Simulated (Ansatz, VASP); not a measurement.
## CdI2: VASP beside Ansatz

```
Cd I
1.0
     4.24701    0.00000    0.00000
    -2.12350    3.67802    0.00000
     0.00000    0.00000    6.68817
Cd I
1 2
Direct
  0.00000 0.00000 0.00000
  0.33333 0.66667 0.25499
  0.66667 0.33333 0.74501
```

Change from the starting cell: uniaxial_z strain -3.0%.

Alike in both runs: task single point; functional r2SCAN; k mesh 12 × 12 × 4; no spin polarisation.

|  | VASP | Ansatz |
| --- | --- | --- |
| version | VASP 6.6.1 | Ansatz 0.2.0 |
| potentials or method | VASP PAW PBE potentials, release 64 (Cd, I) | plane waves, PAW |
| plane-wave cutoff (eV) | 550 | 500 |
| occupations | gaussian, width 0.01 eV | fixed |
| valence electrons in the cell | 26 | 54 |

|  | VASP | Ansatz | Ansatz less VASP |
| --- | --- | --- | --- |
| gap on the k mesh at the Fermi level (eV) | 2.79 | 2.81 | +0.018 |
| pressure (GPa) | 1.5 | 1.4 | -0.11 |
| traceless stress, the component that is largest in VASP (GPa) | 0.30 | 0.32 | +0.013 |
| rms of the force components (eV/Å) | 0.009 | 0.003 | -0.0058 |

VASP's potentials were made for PBE, not for r2SCAN. Atom by atom the forces differ by 0.012 eV/Å (rms over components). VASP's potentials hold 26 valence electrons a cell and Ansatz's 54, so a difference there can come from the potentials and not from the codes.

Spin-orbit coupling is off throughout.
